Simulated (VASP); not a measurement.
Wanted: the native input for a VASP 6.6.1 run.

| Quantity | Value |
| --- | --- |
| Task | single point |
| Functional | PBE |
| Potentials or basis | VASP PAW PBE potentials, release 64 (Fe) |
| Cutoff | 520 eV |
| k mesh | 11 × 11 × 11 |
| Occupations | fermi-dirac, width 0.1 eV |
| Spin | collinear spin, ferromagnetic start |
| Starting moments | [0.4] μB |
| Dipole correction | no |
| Further INCAR settings | ALGO = Normal; EDIFF = 1e-06; NBANDS = 14 |

The structure of Fe lies in POSCAR:

```
Fe
1.0
    0.0000000000      1.7635000000      1.7635000000
    1.7635000000      0.0000000000      1.7635000000
    1.7635000000      1.7635000000      0.0000000000
Fe
1
Direct
    0.0000000000      0.0000000000      0.0000000000
```

These files were run (other wordings do the same):

INCAR

```
ALGO = Normal
EDIFF = 1E-6
ENCUT = 520
GGA = PE
ISIF = 2
ISMEAR = -1
ISPIN = 2
LASPH = True
LCHARG = False
LMAXMIX = 4
LORBIT = 11
LREAL = False
LWAVE = False
MAGMOM = 0.4
NBANDS = 14
NELM = 150
PREC = Accurate
SIGMA = 0.1
```

KPOINTS

```
k-points
0
Gamma
  11 11 11
```

Potentials or basis: VASP PAW PBE potentials, release 64 (Fe).

Launch:

```sh
$ cat potpaw_PBE.64/Fe/POTCAR > POTCAR
$ mpirun -np 1 vasp_std > vasp.out
```

It gave:

```yaml
Pressure: -16.1 GPa
Band_gap_on_the_k_mesh: zero (filled and empty bands overlap)
Net_moment: 0.00 μB per cell
Valence_electrons_inside_the_program's_atomic_spheres: Fe 7.33
```

It took 38 s on 1 thread of Intel Xeon 8259CL, with other jobs on the host, peak memory 0.14 GiB.
